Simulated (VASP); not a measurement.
The system is TaNiN2.

```xyz
4
Lattice="3.0811 0.0000 0.0000 -1.5406 2.6683 0.0000 0.0000 -1.7789 5.7109" Properties=species:S:1:pos:R:3 pbc="T T T"
Ta    1.5406   -0.8894    2.8555
Ni    0.0000    0.0000    0.0000
N     0.0000    0.0000    2.0388
N     1.5406    0.8894    3.6721
```

```yaml
Program: VASP 6.6.1
Task: relaxation of cell and atoms
Functional: PBE
Potentials_or_basis: VASP PAW PBE potentials, release 64 (Ta_pv, Ni, N)
Cutoff: 600 eV
k_mesh: 7 × 7 × 7
Occupations: methfessel-paxton, width 0.0145 eV
Spin: no spin polarisation
```

At the start: pressure 37.1 GPa; volume 11.74 Å³/atom.

Question: How do energy, volume and symmetry change on relaxing?

Answer: Over 14 steps the energy falls by 519.3 meV/atom and the volume is 12.32 Å³/atom (+5.0 %); space group R-3m (No. 166, to 0.1 Å) before and after.

The path:
| step | energy change (eV) | largest force (eV/Å) | pressure (GPa) | volume (Å³) |
| --- | --- | --- | --- | --- |
| 1 | 0.0000 | 7.7623 | 37.14 | 46.95 |
| 2 | 1.4639 | 3.8733 | -30.60 | 67.72 |
| 3 | -1.7309 | 1.2182 | -13.16 | 54.12 |
| 4 | -1.7454 | 1.5876 | -10.77 | 53.54 |
| 5 | -1.7462 | 1.7405 | -9.87 | 53.31 |
| 6 | -2.0020 | 0.2912 | 3.09 | 49.10 |
| 7 | -2.0130 | 0.1394 | 0.53 | 49.75 |
| 8 | -2.0736 | 0.1038 | 0.31 | 49.40 |
| 9 | -2.0770 | 0.0907 | 0.28 | 49.29 |
| 10 | -2.0770 | 0.0905 | 0.22 | 49.28 |
| 11 | -2.0772 | 0.0510 | -0.40 | 49.38 |
| 12 | -2.0773 | 0.0085 | -0.15 | 49.34 |
| 13 | -2.0773 | 0.0061 | 0.10 | 49.27 |
| 14 | -2.0773 | 0.0002 | 0.02 | 49.30 |

Final structure:
```
Ta Ni N
1.0
     3.12416    0.00000    0.00000
    -1.56208    2.70561    0.00000
     0.00000   -1.80373    5.83236
Ta Ni N
1 1 2
Cartesian
  1.5621 -0.9019 2.9162
  0.0000 0.0000 0.0000
  0.0000 0.0000 1.8365
  1.5621 0.9019 3.9959
```

Caveat: the run has no spin polarisation, though such a crystal can be magnetic.
